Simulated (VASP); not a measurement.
# Mo3Ru (Fm-3m) in VASP: further runs, part 2 of 2

VASP 6.6.1. Earlier steps stand in the parts before.

**3. Relaxation of cell and atoms, PBE**

Input file INCAR:

```
SYSTEM = Mo3Ru
ALGO = Fast
EDIFF = 1E-6
EDIFFG = -0.01
ENCUT = 600
GGA = PE
IBRION = 2
ISIF = 3
ISMEAR = 0
LASPH = .TRUE.
LCHARG = .FALSE.
LREAL = .FALSE.
LWAVE = .FALSE.
NELM = 100
NSW = 100
PREC = Accurate
SIGMA = 0.1
```

Input file KPOINTS:

```
k-points
0
G
  12 12 12
  0 0 0
```

Input file POSCAR:

```
Mo3Ru
1.0
    0.0000000000      3.1334805666      3.1334805666
    3.1334805666      0.0000000000      3.1334805666
    3.1334805666      3.1334805666      0.0000000000
Mo Ru
3 1
Direct
    0.7500000000      0.7500000000      0.7500000000
    0.5000000000      0.5000000000      0.5000000000
    0.2500000000      0.2500000000      0.2500000000
    0.0000000000      0.0000000000      0.0000000000
```

Potentials or basis: VASP PAW PBE potentials, release 64 (Mo_sv, Ru_pv).

Run with:

```sh
$ cat potpaw_PBE.64/Mo_sv/POTCAR potpaw_PBE.64/Ru_pv/POTCAR > POTCAR
$ mpirun -np 1 vasp_std > vasp.out
```

OUTCAR:

```text
SYSTEM = Mo3Ru
   EDIFF = 1E-6
   EDIFFG = -0.01
   ENCUT = 600
   GGA = PE
   IBRION = 2
   ISIF = 3
   ISMEAR = 0
   LASPH = .TRUE.
   LREAL = .FALSE.
   NELM = 100
   NSW = 100
   PREC = Accurate

 ion  position               nearest neighbor table
   1  0.750  0.750  0.750-   2 2.71   4 2.71   2 2.71   2 2.71   2 2.71   4 2.71   4 2.71   4 2.71
                             3 3.13   3 3.13   3 3.13   3 3.13   3 3.13   3 3.13
   2  0.500  0.500  0.500-   1 2.71   3 2.71   3 2.71   3 2.71   3 2.71   1 2.71   1 2.71   1 2.71
                             4 3.13   4 3.13   4 3.13   4 3.13   4 3.13   4 3.13
   3  0.250  0.250  0.250-   2 2.71   4 2.71   4 2.71   4 2.71   4 2.71   2 2.71   2 2.71   2 2.71
                             1 3.13   1 3.13   1 3.13   1 3.13   1 3.13   1 3.13
   4  0.000  0.000  0.000-   1 2.71   3 2.71   1 2.71   1 2.71   1 2.71   3 2.71   3 2.71   3 2.71
                             2 3.13   2 3.13   2 3.13   2 3.13   2 3.13   2 3.13

  LATTYP: Found a face centered cubic cell.
 ALAT       =     6.2669611332

  Lattice vectors:

 A1 = (   0.0000000000,   3.1334805666,   3.1334805666)
 A2 = (   3.1334805666,   0.0000000000,   3.1334805666)
 A3 = (   3.1334805666,   3.1334805666,   0.0000000000)

Analysis of symmetry for initial positions (statically):
=====================================================================
 Subroutine PRICEL returns:
 Original cell was already a primitive cell.

 Routine SETGRP: Setting up the symmetry group for a
 face centered cubic supercell.

 Subroutine GETGRP returns: Found 48 space group operations
 (whereof 48 operations were pure point group operations)
 out of a pool of 48 trial point group operations.

The static configuration has the point symmetry O_h .

Analysis of symmetry for dynamics (positions and initial velocities):
=====================================================================
 Subroutine PRICEL returns:
 Original cell was already a primitive cell.

 Routine SETGRP: Setting up the symmetry group for a
 face centered cubic supercell.

 Subroutine GETGRP returns: Found 48 space group operations
 (whereof 48 operations were pure point group operations)
 out of a pool of 48 trial point group operations.

The dynamic configuration has the point symmetry O_h .

 Subroutine INISYM returns: Found 48 space group operations
 (whereof 48 operations are pure point group operations),
 and found     1 'primitive' translations

----------------------------------------------------------------------------------------

                                     Primitive cell

  volume of cell :      61.5334

  direct lattice vectors                    reciprocal lattice vectors
     0.000000000  3.133480567  3.133480567    -0.159566970  0.159566970  0.159566970
     3.133480567  0.000000000  3.133480567     0.159566970 -0.159566970  0.159566970
     3.133480567  3.133480567  0.000000000     0.159566970  0.159566970 -0.159566970

  length of vectors
     4.431410715  4.431410715  4.431410715     0.276378099  0.276378099  0.276378099

  position of ions in fractional coordinates (direct lattice)
     0.750000000  0.750000000  0.750000000
     0.500000000  0.500000000  0.500000000
     0.250000000  0.250000000  0.250000000
[... 36 lines left out ...]
            Coordinates               Weight
  0.000000  0.000000  0.000000      1.000000
  0.083333  0.000000  0.000000      8.000000
  0.166667  0.000000  0.000000      8.000000
  0.250000  0.000000  0.000000      8.000000
  0.333333  0.000000  0.000000      8.000000
  0.416667  0.000000  0.000000      8.000000
[... 16 lines left out ...]
  0.500000  0.166667  0.000000     24.000000
 -0.416667  0.166667  0.000000     24.000000
 [... further k-points ...]
   k-points           NKPTS =     72   k-points in BZ     NKDIM =     72   number of bands    NBANDS=     33
   number of dos      NEDOS =    301   number of ions     NIONS =      4
   total plane-waves  NPLWV =  46656
   dimension x,y,z NGX =    36 NGY =   36 NGZ =   36
   dimension x,y,z NGXF=    72 NGYF=   72 NGZF=   72
   ions per type =               3   1
   NGX,Y,Z   is equivalent  to a cutoff of  13.51, 13.51, 13.51 a.u.
   NGXF,Y,Z  is equivalent  to a cutoff of  27.01, 27.01, 27.01 a.u.
 SYSTEM =  Mo3Ru
   PREC   = accura    normal or accurate (medium, high low for compatibility)
   ISTART =      0    job   : 0-new  1-cont  2-samecut
   ICHARG =      2    charge: 1-file 2-atom 10-const
   ISPIN  =      1    spin polarized calculation?
   LNONCOLLINEAR =      F non collinear calculations
   LSORBIT =      F    spin-orbit coupling
   LASPH  =      T    aspherical Exc in radial PAW
   ENCUT  =  600.0 eV  44.10 Ry    6.64 a.u.   8.85  8.85  8.85*2*pi/ulx,y,z
   NELM   =    100;   NELMIN=  2; NELMDL= -5     # of ELM steps
   EDIFF  = 0.1E-05   stopping-criterion for ELM
   LREAL  =      F    real-space projection
   EDIFFG = -.1E-01   stopping-criterion for IOM
   NSW    =    100    number of steps for IOM
   IBRION =      2    ionic relax: 0-MD 1-quasi-New 2-CG
   NFREE  =      1    steps in history (QN), initial steepest desc. (CG)
   ISIF   =      3    stress and relaxation
   ISYM   =      2    0-nonsym 1-usesym 2-fastsym
   POTIM  = 0.5000    time-step for ionic-motion
   TEBEG  =    0.0;   TEEND  =   0.0 temperature during run
   PSTRESS=    0.0 pullay stress
   NELECT =      56.0000    total number of electrons
   NUPDOWN=      -1.0000    fix difference up-down
   EMIN   =  10.00;   EMAX   =-10.00  energy-range for DOS
   EFERMI =   0.00;   METHOD = LEGACY
   ISMEAR =     0;   SIGMA  =   0.10  broadening in eV -4-tet -1-fermi 0-gaus
   EFERMI_NEDOS =   21; number of points for ismear=-14 and -15
   IALGO  =     68    algorithm
   IMIX   =      4    mixing-type and parameters
     AMIX     =   0.40;   BMIX     =  1.00
     AMIX_MAG =   1.60;   BMIX_MAG =  1.00
  volume/ion in A,a.u.               =      15.38       103.81
  Fermi-wavevector in a.u.,A,eV,Ry     =   1.586477  2.998007 34.244638  2.516910
  Thomas-Fermi vector in A             =   2.685782
   LORBIT       =      0    0 simple, 1 ext, 2 COOP (PROOUT), +10 PAW based schemes
   GGA     = PE    functional components
   LHFCALC =     F    Hartree Fock is set to
   AEXX    =    0.0000 exact exchange contribution
   IVDW    =     0    specifies the selected vdW correction
   LEPSILON=     F    determine dielectric tensor
   LRPA    =     F    only Hartree local field effects (RPA)
 conjugate gradient relaxation of ions
 non-spin polarized calculation
 RMM-DIIS sequential band-by-band and
 Gauss-broadening in eV      SIGMA  =   0.10
  energy-cutoff  :      600.00
  volume of cell :       61.53
 maximum number of plane-waves:      2085
   NGX = 17   NGY = 17   NGZ = 17

 number of electron      55.9999998 magnetization

 Free energy of the ion-electron system (eV)
  ---------------------------------------------------
  ext. energy  EPLUGINS =         0.00000000
  ---------------------------------------------------
  free energy    TOTEN  =       -41.36699102 eV

  energy without entropy =      -41.33890417  energy(sigma->0) =      -41.35294760

 E-fermi :  12.5539     XC(G=0): -13.4526

 val. band max:       12.5499097676   @ k =   0.5000   0.4167   0.0833
 cond. band min:      12.5618122634   @ k =   0.5000   0.4167   0.0833
 fundamental gap:      0.0119024958
 Fermi energy:        12.5538854314

 k-point     1 :       0.0000    0.0000    0.0000
  band No.  band energies     occupation
      1     -48.8470      2.00000
      2     -48.7087      2.00000
      3     -48.3872      2.00000
      4     -30.6680      2.00000
      5     -30.6680      2.00000
      6     -30.6680      2.00000
[... 853 lines left out ...]
     32      14.1334      0.00000
     33      14.3199      0.00000

 [... further k-points ...]

------------------------ aborting loop because EDIFF is reached ----------------------------------------

  FORCE on cell =-STRESS in cart. coord.  units (eV):
  Direction    XX          YY          ZZ          XY          YZ          ZX
  --------------------------------------------------------------------------------------
  -------------------------------------------------------------------------------------
  Total        0.0201915      0.0201915      0.0201915      0.0000000      0.0000000      0.0000000
  in kB        0.5257353      0.5257353      0.5257353      0.0000000      0.0000000      0.0000000
  external PRESSURE =       0.5257353 kB  Pullay stress =       0.0000000 kB

 VOLUME and BASIS-vectors are now :
 -----------------------------------------------------------------------------
  energy-cutoff  :      600.00
  volume of cell :       61.53
      direct lattice vectors                 reciprocal lattice vectors
     0.000000000  3.133480567  3.133480567    -0.159566970  0.159566970  0.159566970
     3.133480567  0.000000000  3.133480567     0.159566970 -0.159566970  0.159566970
     3.133480567  3.133480567  0.000000000     0.159566970  0.159566970 -0.159566970

 POSITION                                       TOTAL-FORCE (eV/Angst)
 -----------------------------------------------------------------------------------
      4.70022      4.70022      4.70022         0.000000     -0.000000      0.000000
      3.13348      3.13348      3.13348        -0.000000     -0.000000      0.000000
      1.56674      1.56674      1.56674        -0.000000      0.000000     -0.000000
      0.00000      0.00000      0.00000        -0.000000     -0.000000      0.000000
 -----------------------------------------------------------------------------------
    total drift:                                0.000000      0.000000      0.000000

  FREE ENERGIE OF THE ION-ELECTRON SYSTEM (eV)
  ---------------------------------------------------
  free  energy   TOTEN  =       -41.3669910249 eV

  energy  without entropy=      -41.3389041742  energy(sigma->0) =      -41.35294760

 reached required accuracy - stopping structural energy minimisation
```

OSZICAR:

```text
N       E                     dE             d eps       ncg     rms          rms(c)
DAV:   1     0.752579749312E+03    0.75258E+03   -0.37830E+04  4752   0.201E+03
DAV:   2    -0.150754379687E+02   -0.76766E+03   -0.75915E+03  5213   0.592E+02
DAV:   3    -0.436382799563E+02   -0.28563E+02   -0.27968E+02  6290   0.107E+02
DAV:   4    -0.440931901901E+02   -0.45491E+00   -0.45228E+00  5361   0.122E+01
DAV:   5    -0.441057734144E+02   -0.12583E-01   -0.12551E-01  6336   0.174E+00    0.276E+01
RMM:   6    -0.417302232711E+02    0.23756E+01   -0.66355E+00  4755   0.170E+01    0.911E+00
RMM:   7    -0.419176160680E+02   -0.18739E+00   -0.39691E+00  4814   0.102E+01    0.660E+00
RMM:   8    -0.413547500186E+02    0.56287E+00   -0.13974E+00  4802   0.644E+00    0.181E+00
RMM:   9    -0.413711644442E+02   -0.16414E-01   -0.35910E-01  5679   0.197E+00    0.139E+00
RMM:  10    -0.413677574769E+02    0.34070E-02   -0.82005E-02  4898   0.183E+00    0.565E-01
RMM:  11    -0.413663353073E+02    0.14222E-02   -0.20133E-02  5288   0.678E-01    0.155E-01
RMM:  12    -0.413668517869E+02   -0.51648E-03   -0.77607E-03  5764   0.305E-01    0.627E-02
RMM:  13    -0.413669292891E+02   -0.77502E-04   -0.12224E-03  5665   0.136E-01    0.229E-02
RMM:  14    -0.413669741720E+02   -0.44883E-04   -0.47860E-04  5985   0.588E-02    0.961E-03
RMM:  15    -0.413669837130E+02   -0.95410E-05   -0.10519E-04  4855   0.274E-02    0.410E-03
RMM:  16    -0.413669884099E+02   -0.46969E-05   -0.52634E-05  4280   0.157E-02    0.359E-03
RMM:  17    -0.413669901101E+02   -0.17002E-05   -0.17596E-05  3253   0.874E-03    0.151E-03
RMM:  18    -0.413669910249E+02   -0.91475E-06   -0.86511E-06  3028   0.445E-03
   1 F= -.41366991E+02 E0= -.41352948E+02  d E =-.413670E+02
```

CONTCAR:

```text
Mo3Ru
   1.00000000000000
     0.0000000000000000    3.1334805665999999    3.1334805665999999
     3.1334805665999999    0.0000000000000000    3.1334805665999999
     3.1334805665999999    3.1334805665999999    0.0000000000000000
  Mo              Ru
     3     1
Direct
     0.7500000000000000    0.7500000000000000    0.7500000000000000
     0.5000000000000000    0.5000000000000000    0.5000000000000000
     0.2500000000000000    0.2500000000000000    0.2500000000000000
     0.0000000000000000    0.0000000000000000    0.0000000000000000

  0.00000000E+00  0.00000000E+00  0.00000000E+00
  0.00000000E+00  0.00000000E+00  0.00000000E+00
  0.00000000E+00  0.00000000E+00  0.00000000E+00
  0.00000000E+00  0.00000000E+00  0.00000000E+00
```

It took 89 s on 1 thread of Intel Xeon 6975P-C (Granite Rapids), shared host; peak memory 0.31 GiB.

What came out:

```yaml
Free_energy: -41.3670 eV
Pressure_after_relaxing: 0.1 GPa
Band_gap_on_the_k_mesh: zero (bands 28 and 29 overlap by 0.86 eV)
```

Final structure:
```yaml
crystal:
  lattice:
    - [0.00000, 3.13348, 3.13348]
    - [3.13348, 0.00000, 3.13348]
    - [3.13348, 3.13348, 0.00000]
  atoms:
    - { symbol: Mo, position: [0.75000, 0.75000, 0.75000] }
    - { symbol: Mo, position: [0.50000, 0.50000, 0.50000] }
    - { symbol: Mo, position: [0.25000, 0.25000, 0.25000] }
    - { symbol: Ru, position: [0.00000, 0.00000, 0.00000] }
```

Caveat: the relaxation stopped at its first step, so nothing moved.
